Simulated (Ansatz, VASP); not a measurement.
# One calculation of CuAu, two programs

The input INCAR:

```
ALGO = Normal
EDIFF = 1E-7
ENCUT = 520
ISIF = 2
ISMEAR = -1
ISPIN = 2
LASPH = T
LCHARG = F
LMAXMIX = 4
LORBIT = 11
LREAL = F
LWAVE = F
MAGMOM = 0.7 0
NBANDS = 22
NELM = 150
PREC = Accurate
SIGMA = 0.08
```

KPOINTS

```
k-points
0
Gamma
  12 12 9
```

The input POSCAR:

```
CuAu
1.0
    2.8107494552      0.0000000000      0.0000000000
    0.0000000000      2.8107494552      0.0000000000
    0.0000000000      0.0000000000      3.6850000000
Cu Au
1 1
Direct
    0.5000000000      0.5000000000      0.5000000000
    0.0000000000      0.0000000000      0.0000000000
```

Input for Ansatz:

```yaml
crystal:
  lattice:
    - [2.8107494552, 0.0, 0.0]
    - [0.0, 2.8107494552, 0.0]
    - [0.0, 0.0, 3.685]
  atoms:
    - { symbol: Cu, position: [0.5, 0.5, 0.5], spin: 0.7 }
    - { symbol: Au, position: [0.0, 0.0, 0.0] }
magnetization:
  spin_polarized: true
kpoints:
  mp_grid: { grid: [12, 12, 9] }
scf:
  occupations: { method: fermi_dirac, width: 0.08 }
  lower_state_search: "off"
hamiltonian:
  xc: lda
  pseudopotentials: { kind: all_electron, lapw: { basis_error: 0.001 } }
output:
  forces: true
  stress: true
  eigenvalues: false
  populations: true
  dos: { projected: true, de: 0.1, e_range: [-8, 5] }
```

Alike in both runs: task single point; functional LDA; k mesh 12 × 12 × 9; occupations fermi-dirac, width 0.08 eV; collinear spin.

|  | VASP | Ansatz |
| --- | --- | --- |
| version | VASP 6.6.1 | Ansatz 0.2.0 |
| potentials or method | VASP PAW LDA potentials, release 64 (Cu, Au), cutoff 520 eV | all-electron LAPW, scalar-relativistic |

|  | VASP | Ansatz | Ansatz less VASP |
| --- | --- | --- | --- |
| pressure (GPa) | -8.4 | -9.0 | -0.55 |
| traceless stress, the component that is largest in VASP (GPa) | -0.69 | -0.66 | +0.026 |
| net moment per atom (μB) | 0.00 | 0.00 | 0.000 |

LDA's correlation is that of Perdew and Zunger in VASP and of Perdew and Wang (1992) in Ansatz. Ansatz ran all-electron here, and VASP with PAW potentials. Ansatz's warnings: seeded moment not kept.

Neither program's run includes spin-orbit coupling.
